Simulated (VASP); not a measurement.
# BN (F-43m) in VASP: a series of runs, part 2 of 2

VASP 6.6.1. Earlier steps stand in the parts before.

### 3 Single point, PBE (strained)

File INCAR:

```
SYSTEM = BN
PREC = Accurate ; ENCUT = 520
EDIFF = 1E-6 ; ISMEAR = 0
SIGMA = 0.02 ; LREAL = .False.
LASPH = .True. ; NELM = 60
ALGO = Normal ; ISIF = 2
LWAVE = .False. ; LCHARG = .False.
GGA = PE ; NBANDS = 11
```

File KPOINTS:

```
Automatic mesh
0
Gamma
  12 12 12
  0 0 0
```

File POSCAR:

```
BN
1.0
    0.0000000000      1.8745161239      1.8745161239
    1.8745161239      0.0000000000      1.8745161239
    1.8745161239      1.8745161239      0.0000000000
B N
1 1
Direct
    0.0000000000      0.0000000000      0.0000000000
    0.7500000000      0.7500000000      0.7500000000
```

Potentials or basis: VASP PAW PBE potentials, release 64 (B, N).

Started as:

```bash
$ cat potpaw_PBE.64/B/POTCAR potpaw_PBE.64/N/POTCAR > POTCAR
$ mpirun -np 1 vasp_std > vasp.out
```

OUTCAR:

```text
SYSTEM = BN
   PREC = Accurate
   ENCUT = 520
   EDIFF = 1E-6
   ISMEAR = 0
   LREAL = .False.
   LASPH = .True.
   NELM = 60
   ISIF = 2
   GGA = PE

 ion  position               nearest neighbor table
   1  0.000  0.000  0.000-   2 1.62   2 1.62   2 1.62   2 1.62
   2  0.750  0.750  0.750-   1 1.62   1 1.62   1 1.62   1 1.62

  LATTYP: Found a face centered cubic cell.
 ALAT       =     3.7490322478

  Lattice vectors:

 A1 = (   0.0000000000,   1.8745161239,   1.8745161239)
 A2 = (   1.8745161239,   0.0000000000,   1.8745161239)
 A3 = (   1.8745161239,   1.8745161239,   0.0000000000)

Analysis of symmetry for initial positions (statically):
=====================================================================
 Subroutine PRICEL returns:
 Original cell was already a primitive cell.

 Routine SETGRP: Setting up the symmetry group for a
 face centered cubic supercell.

 Subroutine GETGRP returns: Found 24 space group operations
 (whereof 24 operations were pure point group operations)
 out of a pool of 48 trial point group operations.

The static configuration has the point symmetry T_d .

Analysis of symmetry for dynamics (positions and initial velocities):
=====================================================================
 Subroutine PRICEL returns:
 Original cell was already a primitive cell.

 Routine SETGRP: Setting up the symmetry group for a
 face centered cubic supercell.

 Subroutine GETGRP returns: Found 24 space group operations
 (whereof 24 operations were pure point group operations)
 out of a pool of 48 trial point group operations.

The dynamic configuration has the point symmetry T_d .

 Subroutine INISYM returns: Found 24 space group operations
 (whereof 24 operations are pure point group operations),
 and found     1 'primitive' translations

----------------------------------------------------------------------------------------

                                     Primitive cell

  volume of cell :      13.1734

  direct lattice vectors                    reciprocal lattice vectors
[... 112 lines left out ...]
   GGA     = PE    functional components
   LHFCALC =     F    Hartree Fock is set to
   AEXX    =    0.0000 exact exchange contribution
   IVDW    =     0    specifies the selected vdW correction
   LEPSILON=     F    determine dielectric tensor
   LRPA    =     F    only Hartree local field effects (RPA)
 non-spin polarized calculation
 Gauss-broadening in eV      SIGMA  =   0.02
  energy-cutoff  :      520.00
  volume of cell :       13.17
 maximum number of plane-waves:       366
   NGX =  9   NGY =  9   NGZ =  9

 number of electron       8.0000002 magnetization

 Free energy of the ion-electron system (eV)
  ---------------------------------------------------
  ext. energy  EPLUGINS =         0.00000000
  ---------------------------------------------------
  free energy    TOTEN  =       -17.32036139 eV

  energy without entropy =      -17.32036139  energy(sigma->0) =      -17.32036139

 E-fermi :   6.2127     XC(G=0): -12.2906

 val. band max:        6.1161558480   @ k =   0.0000   0.0000   0.0000
 cond. band min:      10.4514363602   @ k =   0.5000   0.5000   0.0000
 fundamental gap:      4.3352805122
 Fermi energy:         6.2127092283

 k-point     1 :       0.0000    0.0000    0.0000
  band No.  band energies     occupation
      1     -12.9259      2.00000
      2       6.1162      2.00000
      3       6.1162      2.00000
      4       6.1162      2.00000
      5      14.4180      0.00000
      6      14.4180      0.00000
      7      14.4180      0.00000
      8      14.7464      0.00000
      9      28.8811      0.00000
     10      32.5895      0.00000
     11      32.5895      0.00000
[... 309 lines left out ...]
 k-point    24 :      -0.4167    0.1667    0.0000
  band No.  band energies     occupation
      1      -8.8840      2.00000
      2      -2.9880      2.00000
      3       2.3435      2.00000
      4       3.8180      2.00000
      5      14.8304      0.00000
      6      17.0327      0.00000
      7      17.5445      0.00000
      8      20.4235      0.00000
      9      25.8832      0.00000
     10      30.1576      0.00000
     11      30.7041      0.00000

 [... further k-points ...]
[... 5 lines left out ...]
  --------------------------------------------------------------------------------------
  -------------------------------------------------------------------------------------
  Total       -2.5633931     -2.5633931     -2.5633931      0.0000000      0.0000000      0.0000000
  in kB     -311.7656416   -311.7656416   -311.7656416      0.0000000      0.0000000      0.0000000
  external PRESSURE =    -311.7656416 kB  Pullay stress =       0.0000000 kB

 VOLUME and BASIS-vectors are now :
 -----------------------------------------------------------------------------
  energy-cutoff  :      520.00
  volume of cell :       13.17
      direct lattice vectors                 reciprocal lattice vectors
     0.000000000  1.874516124  1.874516124    -0.266735502  0.266735502  0.266735502
     1.874516124  0.000000000  1.874516124     0.266735502 -0.266735502  0.266735502
     1.874516124  1.874516124  0.000000000     0.266735502  0.266735502 -0.266735502

 POSITION                                       TOTAL-FORCE (eV/Angst)
 -----------------------------------------------------------------------------------
      0.00000      0.00000      0.00000         0.000000     -0.000000      0.000000
      2.81177      2.81177      2.81177        -0.000000      0.000000     -0.000000
 -----------------------------------------------------------------------------------
    total drift:                                0.000000      0.000000     -0.000000

  FREE ENERGIE OF THE ION-ELECTRON SYSTEM (eV)
  ---------------------------------------------------
  free  energy   TOTEN  =       -17.3203613900 eV

  energy  without entropy=      -17.3203613900  energy(sigma->0) =      -17.32036139
```

stdout:

```text
POSCAR found type information on POSCAR B N
 POSCAR found :  2 types and       2 ions
 scaLAPACK will be used
 LDA part: xc-table for (Slater+PW92), standard interpolation
 POSCAR, INCAR and KPOINTS ok, starting setup
 FFT: planning ... GRIDC
 FFT: planning ... GRID_SOFT
 FFT: planning ... GRID
 WAVECAR not read
 entering main loop
```

Wall time 23 s (1 thread of AMD EPYC 7R13, shared host); peak memory 0.09 GiB.

What came out:

| Property | Result |
| --- | --- |
| Free energy | -17.3204 eV |
| Pressure | -31.2 GPa |
| Band gap on the k mesh | 4.34 eV, indirect (least direct gap 8.30 eV) |

Caveat: the cell differs from its parent crystal (strained). A k mesh can miss the band edges.

### 4 Single point, PBE (strained)

File INCAR:

```
ALGO = Normal ; EDIFF = 1E-7
ENCUT = 520 ; GGA = PE
ISIF = 2 ; ISMEAR = 0
LASPH = T ; LCHARG = F
LREAL = F ; LWAVE = F
NBANDS = 11 ; NELM = 100
PREC = Accurate ; SIGMA = 0.02
```

File KPOINTS:

```
k-points
0
Gamma
  12 12 12
```

File POSCAR:

```
BN
1.0
    0.0000000000      1.8667202196      1.8667202196
    1.8667202196      0.0000000000      1.8667202196
    1.8667202196      1.8667202196      0.0000000000
B N
1 1
Direct
    0.0000000000      0.0000000000      0.0000000000
    0.7500000000      0.7500000000      0.7500000000
```

Started as:

```bash
$ cat potpaw_PBE.64/B/POTCAR potpaw_PBE.64/N/POTCAR > POTCAR
$ mpirun -np 1 vasp_std > vasp.out
```

Run time: 29 s. Hardware: 1 thread of AMD EPYC 7R13, shared host; peak memory 0.09 GiB.

Results (log left out):

```
Free energy            : -17.3503 eV
Pressure               : -28.0 GPa
Band gap on the k mesh : 4.35 eV, indirect (least direct gap 8.36 eV)
```

Levels at points of the mesh, in eV from the valence-band top:
```tsv
k point	band 1	band 2	band 3	band 4	band 5	band 6	band 7	band 8
(0.00, 0.00, 0.00)	-19.17	0.00	0.00	0.00	8.36	8.36	8.36	8.82
(0.50, 0.00, 0.00)	-15.40	-9.84	-1.77	-1.77	8.92	10.17	10.17	14.27
(0.50, 0.50, 0.00)	-14.17	-8.31	-4.45	-4.45	4.35	8.68	16.48	16.48
```

Caveat: the cell differs from its parent crystal (strained). A k mesh can miss the band edges.

### 5 Single point, PBEsol

This run uses another cell than the first one, of 5.95 Å³/atom, 0.906 times its volume.

File INCAR:

```
SYSTEM = BN
ALGO     = Normal         ! electronic algorithm
EDIFF    = 1E-6           ! SCF threshold, eV
ENCUT    = 520            ! plane-wave cutoff, eV
GGA      = PS             ! functional
ISIF     = 2              ! what is computed and relaxed
ISMEAR   = 0              ! smearing method
LASPH    = .True.         ! aspherical terms in the spheres
LCHARG   = .False.        ! write CHGCAR
LREAL    = .False.        ! projectors in reciprocal space
LWAVE    = .False.        ! write WAVECAR
NBANDS   = 11             ! bands
NELM     = 60             ! most SCF steps
PREC     = Accurate       ! precision mode
SIGMA    = 0.02           ! smearing width, eV
```

File KPOINTS:

```
k-points
0
Gamma
  12 12 12
  0 0 0
```

File POSCAR:

```
BN
1.0
    0.0000000000      1.8123485119      1.8123485119
    1.8123485119      0.0000000000      1.8123485119
    1.8123485119      1.8123485119      0.0000000000
B N
1 1
Direct
    0.0000000000      0.0000000000      0.0000000000
    0.7500000000      0.7500000000      0.7500000000
```

Started as:

```bash
$ cat potpaw_PBE.64/B/POTCAR potpaw_PBE.64/N/POTCAR > POTCAR
$ mpirun -np 1 vasp_std > vasp.out
```

Run time: 7.7 s. Hardware: 1 thread of Intel Xeon 6975P-C (Granite Rapids), shared host; peak memory 0.12 GiB.

Results (log left out):

```
Free energy            : -18.3444 eV
Pressure               : -5.3 GPa
Band gap on the k mesh : 4.27 eV, indirect (least direct gap 8.72 eV)
```

Levels at points of the mesh, in eV from the valence-band top:
```csv
k point,band 1,band 2,band 3,band 4,band 5,band 6,band 7,band 8
"(0.00, 0.00, 0.00)",-20.16,0.00,0.00,0.00,8.72,8.72,8.72,10.14
"(0.50, 0.00, 0.00)",-15.93,-10.70,-1.93,-1.93,9.99,10.58,10.58,15.00
"(0.50, 0.50, 0.00)",-14.56,-8.91,-4.90,-4.90,4.27,9.05,17.75,17.75
```

Caveat: the PAW data sets were made with another functional, which shifts forces and pressure a little. A k mesh can miss the band edges.

### 6 Single point, r2SCAN

This run uses another cell than the first one, of 5.95 Å³/atom, 0.906 times its volume.

POSCAR is that of step 5.

File INCAR.step1:

```
SYSTEM = BN
ALGO = Normal ; EDIFF = 1E-4
ENCUT = 520 ; GGA = PE
ISMEAR = 0 ; LASPH = .True.
LCHARG = .False. ; LREAL = .False.
LWAVE = .True. ; NBANDS = 11
NELM = 60 ; PREC = Accurate
SIGMA = 0.02
```

File INCAR.step2:

```
SYSTEM = BN
ALGO = Normal ; EDIFF = 1E-6
ENCUT = 520 ; ISIF = 2
ISMEAR = 0 ; ISTART = 1
LASPH = .True. ; LCHARG = .False.
LMIXTAU = .True. ; LREAL = .False.
LWAVE = .False. ; METAGGA = R2SCAN
NBANDS = 11 ; NELM = 60
PREC = Accurate ; SIGMA = 0.02
```

KPOINTS is that of step 5.

Potentials or basis: VASP PAW PBE potentials, release 64 (B, N).

Started as:

```bash
$ cat potpaw_PBE.64/B/POTCAR potpaw_PBE.64/N/POTCAR > POTCAR
$ cp INCAR.step1 INCAR
$ mpirun -np 1 vasp_std > vasp.out
$ cp INCAR.step2 INCAR
$ mpirun -np 1 vasp_std > vasp.out
```

It took 29 s on 1 thread of Intel Xeon 6975P-C (Granite Rapids), shared host; peak memory 0.12 GiB.

Results (log left out):

```
Free energy            : -19.1707 eV
Pressure               : -3.7 GPa
Band gap on the k mesh : 4.97 eV, indirect (least direct gap 9.49 eV)
```

Levels at points of the mesh, in eV from the valence-band top:
```
           k point  band 1  band 2  band 3  band 4  band 5  band 6  band 7  band 8  band 9
(0.00, 0.00, 0.00)  -21.20    0.00    0.00    0.00    9.49    9.49    9.49   10.92   25.97
(0.50, 0.00, 0.00)  -16.94  -11.01   -2.00   -2.00   10.68   11.42   11.42   16.31   24.75
(0.50, 0.50, 0.00)  -15.53   -9.27   -5.06   -5.06    4.97    9.77   19.13   19.13   22.05
```

Caveat: the PAW data sets were made with another functional, which shifts forces and pressure a little. A k mesh can miss the band edges.

### 7 Summary

```csv
level,cell,gap on the mesh (eV),pressure (GPa)
PBE,"a = 2.649 Å, angles 60.0°, 2 atoms",4.34,-30.5
PBE,"a = 2.651 Å, angles 60.0°, 2 atoms",4.34,-31.2
PBE,"a = 2.640 Å, angles 60.0°, 2 atoms",4.35,-28.0
PBEsol,"a = 2.563 Å, angles 60.0°, 2 atoms",4.27,-5.3
r2SCAN,"a = 2.563 Å, angles 60.0°, 2 atoms",4.97,-3.7
```

Alike in all rows: task single point; potentials or basis VASP PAW PBE potentials, release 64 (B, N); no spin polarisation; k mesh 12 × 12 × 12; cutoff (eV) 520; smearing gaussian 0.02 eV.

Caveats: the PAW data sets were made with another functional, which shifts forces and pressure a little (some runs).

Total energies depend on the potentials used, so only differences within one code and one set of settings carry meaning.
